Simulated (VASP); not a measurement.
Input of a VASP 6.6.1 run:

Contents of INCAR:

```
PREC     = Accurate       # precision mode
ENCUT    = 520            # plane-wave cutoff, eV
EDIFF    = 1E-6           # SCF threshold, eV
ISMEAR   = -1             # smearing method
SIGMA    = 0.05           # smearing width, eV
LREAL    = False          # projectors in reciprocal space
LASPH    = True           # aspherical terms in the spheres
NELM     = 60             # most SCF steps
ALGO     = Normal         # electronic algorithm
ISIF     = 2              # what is computed and relaxed
LWAVE    = False          # write WAVECAR
LCHARG   = True           # write CHGCAR
GGA      = PS             # functional
IVDW     = 13             # dispersion correction
LELF     = True           # ELF
LVHAR    = True         
NBANDS   = 16             # bands
```

Contents of KPOINTS:

```
Automatic mesh
0
Gamma
  8 8 8
```

POSCAR

```
CdS
1.0
    0.0000000000      2.8943087711      2.8943087711
    2.8943087711      0.0000000000      2.8943087711
    2.8943087711      2.8943087711      0.0000000000
Cd S
1 1
Direct
    0.0000000000      0.0000000000      0.0000000000
    0.7500000000      0.7500000000      0.7500000000
```

Potentials or basis: VASP PAW PBE potentials, release 64 (Cd, S).

Run with:

```console
$ cat potpaw_PBE.64/Cd/POTCAR potpaw_PBE.64/S/POTCAR > POTCAR
$ mpirun -np 1 vasp_std > vasp.out
```

**Question.** What does it give for the pressure?

**Answer.** 0.4 GPa.

**Question.** Estimate the band gap on the k mesh.

**Answer.** 1.06 eV, direct.

Caveat: the PAW data sets were made with another functional, which shifts forces and pressure a little.
